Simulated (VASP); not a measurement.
# Mg5Te3 (P4/mmm) in VASP: further runs

Runs on Mg5Te3. Level: PBE. Tasks: single point, relaxation of cell and atoms.

All numbers are computed with VASP 6.6.1; they aren't measurements. Logs are shortened: lines on timing, memory, paths and dates and some standing lists are left out, and cuts for length are marked.

**1. The cell of the first run**

Symmetry: P4/mmm, No. 123, tetragonal system. Conventional cell: a = 3.910 Å, b = 3.910 Å, c = 13.270 Å, α = 90.00°, β = 90.00°, γ = 90.00°. Mg (site symmetry 4mm) has 4 Te at 3.02 Å and 10 Mg at 3.22 to 3.91 Å within 4.0 Å. Mg (site symmetry 4mm) has 6 Mg at 3.18 to 3.91 Å and 8 Te at 3.19 to 3.52 Å within 4.2 Å. Within 4.0 Å of Mg (site symmetry 4/mmm) lie 2 Te at 2.87 Å and 12 Mg at 3.22 to 3.91 Å. Te (site symmetry 4mm) has 9 Mg at 2.87 to 3.52 Å and 5 Te at 3.76 to 3.91 Å within 4.0 Å. Te (site symmetry 4/mmm) has 8 Mg at 3.19 Å and 6 Te at 3.76 to 3.91 Å within 4.2 Å.

The cell was built from a structure type or drawn by symmetry, and may not be a known phase.

**2. Single point, PBE**

The input, INCAR:

```
ALGO = Fast
EDIFF = 1E-6
ENCUT = 520
GGA = PE
ISIF = 2
ISMEAR = 0
LASPH = T
LCHARG = T
LELF = T
LREAL = F
LVHAR = T
LWAVE = F
NBANDS = 24
NELM = 80
PREC = Accurate
SIGMA = 0.1
```

The input, KPOINTS:

```
k-points
0
Gamma
  8 8 4
```

The input, POSCAR:

```
Mg5Te3
1.0
    3.9097331301      0.0000000000      0.0000000000
    0.0000000000      3.9097331301      0.0000000000
    0.0000000000      0.0000000000     13.2695464357
Mg Te
5 3
Direct
    0.0000000000      0.0000000000      0.8751935690
    0.0000000000      0.0000000000      0.1248064310
    0.0000000000      0.0000000000      0.3802463514
    0.0000000000      0.0000000000      0.6197536486
    0.5000000000      0.5000000000      0.0000000000
    0.5000000000      0.5000000000      0.2163993676
    0.5000000000      0.5000000000      0.5000000000
    0.5000000000      0.5000000000      0.7836006324
```

Potentials or basis: VASP PAW PBE potentials, release 64 (Mg, Te).

Started as:

```console
> cat potpaw_PBE.64/Mg/POTCAR potpaw_PBE.64/Te/POTCAR > POTCAR
> mpirun -np 1 vasp_std > vasp.out
```

OUTCAR:

```text
EDIFF = 1E-6
   ENCUT = 520
   GGA = PE
   ISIF = 2
   ISMEAR = 0
   LASPH = T
   LREAL = F
   NELM = 80
   PREC = Accurate

 ion  position               nearest neighbor table
   1  0.000  0.000  0.875-   8 3.02   8 3.02   8 3.02   8 3.02   5 3.22   5 3.22   5 3.22   5 3.22
                             2 3.31   4 3.39
   2  0.000  0.000  0.125-   6 3.02   6 3.02   6 3.02   6 3.02   5 3.22   5 3.22   5 3.22   5 3.22
                             1 3.31   3 3.39
   3  0.000  0.000  0.380-   4 3.18   7 3.19   7 3.19   7 3.19   7 3.19   2 3.39   6 3.52   6 3.52
                             6 3.52   6 3.52
   4  0.000  0.000  0.620-   3 3.18   7 3.19   7 3.19   7 3.19   7 3.19   1 3.39   8 3.52   8 3.52
                             8 3.52   8 3.52
   5  0.500  0.500  0.000-   6 2.87   8 2.87   1 3.22   2 3.22   1 3.22   2 3.22   1 3.22   2 3.22
                             1 3.22   2 3.22
   6  0.500  0.500  0.216-   5 2.87   2 3.02   2 3.02   2 3.02   2 3.02   3 3.52   3 3.52   3 3.52
                             3 3.52
   7  0.500  0.500  0.500-   3 3.19   4 3.19   3 3.19   4 3.19   3 3.19   4 3.19   3 3.19   4 3.19

   8  0.500  0.500  0.784-   5 2.87   1 3.02   1 3.02   1 3.02   1 3.02   4 3.52   4 3.52   4 3.52
                             4 3.52

  LATTYP: Found a simple tetragonal cell.
 ALAT       =     3.9097331301
 C/A-ratio  =     3.3939775412

  Lattice vectors:

 A1 = (   3.9097331301,   0.0000000000,   0.0000000000)
 A2 = (   0.0000000000,   3.9097331301,   0.0000000000)
 A3 = (   0.0000000000,   0.0000000000,  13.2695464357)

Analysis of symmetry for initial positions (statically):
=====================================================================
 Subroutine PRICEL returns:
 Original cell was already a primitive cell.

 Routine SETGRP: Setting up the symmetry group for a
 simple tetragonal supercell.

 Subroutine GETGRP returns: Found 16 space group operations
 (whereof 16 operations were pure point group operations)
 out of a pool of 16 trial point group operations.

The static configuration has the point symmetry D_4h.

Analysis of symmetry for dynamics (positions and initial velocities):
=====================================================================
 Subroutine PRICEL returns:
 Original cell was already a primitive cell.

 Routine SETGRP: Setting up the symmetry group for a
 simple tetragonal supercell.

 Subroutine GETGRP returns: Found 16 space group operations
 (whereof 16 operations were pure point group operations)
 out of a pool of 16 trial point group operations.

The dynamic configuration has the point symmetry D_4h.

 Subroutine INISYM returns: Found 16 space group operations
 (whereof 16 operations are pure point group operations),
 and found     1 'primitive' translations

----------------------------------------------------------------------------------------

                                     Primitive cell

  volume of cell :     202.8385

  direct lattice vectors                    reciprocal lattice vectors
     3.909733130  0.000000000  0.000000000     0.255771933  0.000000000  0.000000000
     0.000000000  3.909733130  0.000000000     0.000000000  0.255771933  0.000000000
     0.000000000  0.000000000 13.269546436     0.000000000  0.000000000  0.075360526

  length of vectors
     3.909733130  3.909733130 13.269546436     0.255771933  0.255771933  0.075360526

  position of ions in fractional coordinates (direct lattice)
     0.000000000  0.000000000  0.875193569
     0.000000000  0.000000000  0.124806431
     0.000000000  0.000000000  0.380246351
     0.000000000  0.000000000  0.619753649
     0.500000000  0.500000000  0.000000000
     0.500000000  0.500000000  0.216399368
     0.500000000  0.500000000  0.500000000
     0.500000000  0.500000000  0.783600632

  ion indices of the primitive-cell ions
   primitive index   ion index
                 1           1
                 2           2
                 3           3
                 4           4
                 5           5
                 6           6
                 7           7
                 8           8

----------------------------------------------------------------------------------------

 KPOINTS: k-points

Automatic generation of k-mesh.
 Grid dimensions read from file:
 generate k-points for:    8    8    4

 Generating k-lattice:

  Cartesian coordinates                     Fractional coordinates (reciprocal lattice)
     0.031971492  0.000000000  0.000000000     0.125000000  0.000000000  0.000000000
     0.000000000  0.031971492  0.000000000     0.000000000  0.125000000  0.000000000
     0.000000000  0.000000000  0.018840132     0.000000000  0.000000000  0.250000000

  Length of vectors
     0.031971492  0.031971492  0.018840132

  Shift w.r.t. Gamma in fractional coordinates (k-lattice)
     0.000000000  0.000000000  0.000000000

 Subroutine IBZKPT returns following result:
 ===========================================

 Found     45 irreducible k-points:

 Following reciprocal coordinates:
            Coordinates               Weight
  0.000000  0.000000  0.000000      1.000000
  0.125000  0.000000  0.000000      4.000000
  0.250000  0.000000  0.000000      4.000000
  0.375000  0.000000  0.000000      4.000000
  0.500000  0.000000  0.000000      2.000000
  0.125000  0.125000  0.000000      4.000000
[... 16 lines left out ...]
  0.375000  0.125000  0.250000     16.000000
  0.500000  0.125000  0.250000      8.000000
 [... further k-points ...]
   k-points           NKPTS =     45   k-points in BZ     NKDIM =     45   number of bands    NBANDS=     24
   number of dos      NEDOS =    301   number of ions     NIONS =      8
   total plane-waves  NPLWV =  90000
   dimension x,y,z NGX =    30 NGY =   30 NGZ =  100
   dimension x,y,z NGXF=    60 NGYF=   60 NGZF=  200
   ions per type =               5   3
   NGX,Y,Z   is equivalent  to a cutoff of  12.76, 12.76, 12.53 a.u.
   NGXF,Y,Z  is equivalent  to a cutoff of  25.51, 25.51, 25.06 a.u.
 SYSTEM =  unknown system
   PREC   = accura    normal or accurate (medium, high low for compatibility)
   ISTART =      0    job   : 0-new  1-cont  2-samecut
   ICHARG =      2    charge: 1-file 2-atom 10-const
   ISPIN  =      1    spin polarized calculation?
   LNONCOLLINEAR =      F non collinear calculations
   LSORBIT =      F    spin-orbit coupling
   LASPH  =      T    aspherical Exc in radial PAW
   ENCUT  =  520.0 eV  38.22 Ry    6.18 a.u.   7.27  7.27 24.67*2*pi/ulx,y,z
   NELM   =     80;   NELMIN=  2; NELMDL= -5     # of ELM steps
   EDIFF  = 0.1E-05   stopping-criterion for ELM
   LREAL  =      F    real-space projection
[... 7 lines left out ...]
   TEBEG  =    0.0;   TEEND  =   0.0 temperature during run
   PSTRESS=    0.0 pullay stress
   NELECT =      28.0000    total number of electrons
   NUPDOWN=      -1.0000    fix difference up-down
   EMIN   =  10.00;   EMAX   =-10.00  energy-range for DOS
   EFERMI =   0.00;   METHOD = LEGACY
   ISMEAR =     0;   SIGMA  =   0.10  broadening in eV -4-tet -1-fermi 0-gaus
   EFERMI_NEDOS =   21; number of points for ismear=-14 and -15
   IALGO  =     68    algorithm
   IMIX   =      4    mixing-type and parameters
     AMIX     =   0.40;   BMIX     =  1.00
     AMIX_MAG =   1.60;   BMIX_MAG =  1.00
  volume/ion in A,a.u.               =      25.35       171.10
  Fermi-wavevector in a.u.,A,eV,Ry     =   0.846079  1.598857  9.739718  0.715849
  Thomas-Fermi vector in A             =   1.961369
   LORBIT       =      0    0 simple, 1 ext, 2 COOP (PROOUT), +10 PAW based schemes
   GGA     = PE    functional components
   LHFCALC =     F    Hartree Fock is set to
   AEXX    =    0.0000 exact exchange contribution
   IVDW    =     0    specifies the selected vdW correction
   LEPSILON=     F    determine dielectric tensor
   LRPA    =     F    only Hartree local field effects (RPA)
 non-spin polarized calculation
 RMM-DIIS sequential band-by-band and
 Gauss-broadening in eV      SIGMA  =   0.10
  energy-cutoff  :      520.00
  volume of cell :      202.84
 maximum number of plane-waves:      5486
 NGX is ok and might be reduce to    30
   NGX = 15   NGY = 15   NGZ = 49

 number of electron      27.9999998 magnetization

 Free energy of the ion-electron system (eV)
  ---------------------------------------------------
  ext. energy  EPLUGINS =         0.00000000
  ---------------------------------------------------
  free energy    TOTEN  =       -19.65753153 eV

  energy without entropy =      -19.64164211  energy(sigma->0) =      -19.64958682

 E-fermi :   5.0599     XC(G=0):  -9.0272

 val. band max:        5.0279257594   @ k =   0.5000   0.2500   0.5000
 cond. band min:       5.0927093370   @ k =   0.2500   0.0000   0.0000
 fundamental gap:      0.0647835776
 Fermi energy:         5.0599289869

 k-point     1 :       0.0000    0.0000    0.0000
  band No.  band energies     occupation
      1      -7.2939      2.00000
      2      -7.0909      2.00000
      3      -6.6890      2.00000
      4      -0.9386      2.00000
      5      -0.5240      2.00000
      6       2.2427      2.00000
[... 16 lines left out ...]
     23       8.5471      0.00000
     24       8.9390      0.00000

 k-point     2 :       0.1250    0.0000    0.0000
  band No.  band energies     occupation
      1      -7.2031      2.00000
      2      -7.0042      2.00000
      3      -6.6024      2.00000
      4      -0.8098      2.00000
      5      -0.3986      2.00000
      6       1.8575      2.00000
[... 16 lines left out ...]
     23       9.1631      0.00000
     24       9.5073      0.00000
[... 565 lines left out ...]
     23       9.3433      0.00000
     24       9.4602      0.00000

 k-point    24 :       0.5000    0.1250    0.2500
  band No.  band energies     occupation
      1      -6.4472      2.00000
      2      -6.3196      2.00000
      3      -5.8907      2.00000
      4      -0.9144      2.00000
      5      -0.5945      2.00000
      6      -0.0584      2.00000
[... 16 lines left out ...]
     23       9.5380      0.00000
     24       9.5706      0.00000

 [... further k-points ...]

------------------------ aborting loop because EDIFF is reached ----------------------------------------

  FORCE on cell =-STRESS in cart. coord.  units (eV):
  Direction    XX          YY          ZZ          XY          YZ          ZX
  --------------------------------------------------------------------------------------
  -------------------------------------------------------------------------------------
  Total       -0.0721971     -0.0721971     -0.1111413      0.0000000      0.0000000     -0.0000000
  in kB       -0.5702694     -0.5702694     -0.8778815      0.0000000      0.0000000     -0.0000000
  external PRESSURE =      -0.6728068 kB  Pullay stress =       0.0000000 kB

 VOLUME and BASIS-vectors are now :
 -----------------------------------------------------------------------------
  energy-cutoff  :      520.00
  volume of cell :      202.84
      direct lattice vectors                 reciprocal lattice vectors
     3.909733130  0.000000000  0.000000000     0.255771933  0.000000000  0.000000000
     0.000000000  3.909733130  0.000000000     0.000000000  0.255771933  0.000000000
     0.000000000  0.000000000 13.269546436     0.000000000  0.000000000  0.075360526

 POSITION                                       TOTAL-FORCE (eV/Angst)
 -----------------------------------------------------------------------------------
      0.00000      0.00000     11.61342         0.000000      0.000000      0.002454
      0.00000      0.00000      1.65612        -0.000000      0.000000     -0.002454
      0.00000      0.00000      5.04570        -0.000000     -0.000000      0.004339
      0.00000      0.00000      8.22385         0.000000     -0.000000     -0.004339
      1.95487      1.95487      0.00000        -0.000000     -0.000000      0.000000
      1.95487      1.95487      2.87152        -0.000000      0.000000     -0.000310
      1.95487      1.95487      6.63477        -0.000000     -0.000000      0.000000
      1.95487      1.95487     10.39802        -0.000000     -0.000000      0.000310
 -----------------------------------------------------------------------------------
    total drift:                               -0.000000      0.000000      0.000000

  FREE ENERGIE OF THE ION-ELECTRON SYSTEM (eV)
  ---------------------------------------------------
  free  energy   TOTEN  =       -19.6575315265 eV

  energy  without entropy=      -19.6416421136  energy(sigma->0) =      -19.64958682
```

Wall time 2.1 min (1 thread of Intel Xeon 6975P-C (Granite Rapids), shared host); peak memory 0.4 GiB.

Results:

```yaml
Free_energy: -19.6575 eV
Pressure: -0.1 GPa
Largest_force: 0.004 eV/Å
Band_gap_on_the_k_mesh: zero (bands 14 and 15 overlap by 2.19 eV)
```

Forces in eV/Å, atoms in the order of the input:
```
Mg   0.000  0.000  0.002
Mg   0.000  0.000 -0.002
Mg   0.000  0.000  0.004
Mg   0.000  0.000 -0.004
Mg   0.000  0.000  0.000
Te   0.000  0.000  0.000
Te   0.000  0.000  0.000
Te   0.000  0.000  0.000
```

Caveat: spin-orbit coupling is left out, which moves the levels of the heavy elements.

**3. Relaxation of cell and atoms, PBE**

This run uses another cell than the first one, of 22.45 Å³/atom.

The input, INCAR:

```
  PREC = Accurate
  ENCUT = 600
  EDIFF = 1E-6
  ISMEAR = 0
  SIGMA = 0.2
  LREAL = F
  LASPH = T
  NELM = 60
  ALGO = Fast
  ISIF = 3
  LWAVE = F
  LCHARG = F
  GGA = PE
  IBRION = 2
  NSW = 36
  EDIFFG = -0.08
```

The input, KPOINTS:

```
Automatic mesh
0
Gamma
  5 5 2
```

The input, POSCAR:

```
Mg5Te3
1.0
    3.5663401400      0.0000000000      0.0000000000
    0.0000000000      3.5663401400      0.0000000000
    0.0000000000      0.0000000000     14.1221745900
Mg Te
5 3
Direct
    0.0000000000      0.0000000000      0.8732289100
    0.0000000000      0.0000000000      0.1267710900
    0.0000000000      0.0000000000      0.3748377300
    0.0000000000      0.0000000000      0.6251622700
    0.5000000000      0.5000000000      0.0000000000
    0.5000000000      0.5000000000      0.2499350300
    0.5000000000      0.5000000000      0.5000000000
    0.5000000000      0.5000000000      0.7500649700
```

Potentials or basis: VASP PAW PBE potentials, release 64 (Mg, Te).

Started as:

```console
> cat potpaw_PBE.64/Mg/POTCAR potpaw_PBE.64/Te/POTCAR > POTCAR
> mpirun -np 1 vasp_std > vasp.out
```

It took 6.4 min on 1 thread of Intel Xeon 6975P-C (Granite Rapids), shared host; peak memory 0.33 GiB.

Results (log left out):

| Item | Value |
| --- | --- |
| Free energy | -19.6977 eV |
| Relaxed volume | 25.31 Å³/atom |
| Relaxed cell | a = 3.908 Å, b = 3.908 Å, c = 13.259 Å, α = 90.00°, β = 90.00°, γ = 90.00° |
| Space group after relaxing (to 0.1 Å) | P4/mmm (No. 123) |
| Energy gained by relaxing | 131.8 meV/atom |
| Ionic steps | 15 |
| Pressure after relaxing | -0.1 GPa |
| Largest force after relaxing | 0.056 eV/Å |
| Band gap on the k mesh | zero (bands 14 and 15 overlap by 1.85 eV) |

Forces on the atoms (eV/Å):
```
Mg   0.000  0.000  0.056
Mg   0.000  0.000 -0.056
Mg   0.000  0.000  0.002
Mg   0.000  0.000 -0.002
Mg   0.000  0.000  0.000
Te   0.000  0.000 -0.023
Te   0.000  0.000  0.000
Te   0.000  0.000  0.023
```

Step by step:
```csv
step,energy change (eV),largest force (eV/Å),pressure (GPa),volume (Å³)
1,0.0000,0.5921,5.57,179.62
2,-0.4186,0.5462,-0.26,200.64
3,-0.4223,0.5454,-0.74,203.10
4,-0.5579,0.6568,-0.88,203.08
5,-0.8379,0.6957,-0.61,202.33
6,-0.8386,0.7008,-0.45,202.03
7,-0.8418,0.6967,-0.53,202.18
8,-0.9382,0.4754,0.42,198.19
9,-0.9672,0.3109,1.58,194.22
10,-1.0304,0.2238,0.78,198.33
11,-1.0445,0.1617,0.25,201.93
12,-1.0446,0.1645,0.27,201.76
13,-1.0503,0.1235,-0.02,202.74
14,-1.0517,0.0891,-0.25,203.59
15,-1.0542,0.0560,-0.07,202.51
```

Final structure:
```yaml
crystal:
  lattice:
    - [3.90808, 0.00000, 0.00000]
    - [0.00000, 3.90808, 0.00000]
    - [0.00000, 0.00000, 13.25948]
  atoms:
    - { symbol: Mg, position: [0.00000, 0.00000, 0.87483] }
    - { symbol: Mg, position: [0.00000, 0.00000, 0.12517] }
    - { symbol: Mg, position: [0.00000, 0.00000, 0.37955] }
    - { symbol: Mg, position: [0.00000, 0.00000, 0.62045] }
    - { symbol: Mg, position: [0.50000, 0.50000, 0.00000] }
    - { symbol: Te, position: [0.50000, 0.50000, 0.21915] }
    - { symbol: Te, position: [0.50000, 0.50000, 0.50000] }
    - { symbol: Te, position: [0.50000, 0.50000, 0.78085] }
```

Levels at points of the mesh, in eV from the Fermi level:
```tsv
k point	band 11	band 12	band 13	band 14	band 15	band 16
(0.00, 0.00, 0.00)	-1.51	-1.15	-1.15	-0.05	0.33	1.24
(0.00, 0.00, 0.50)	-1.12	-1.12	-0.96	-0.70	0.71	1.03
```

Caveat: spin-orbit coupling is left out, which moves the levels of the heavy elements; the relaxation stopped at a loose force limit of 0.08 eV/Å, so its end isn't a converged minimum.

(Continued in part 2 of 2.)
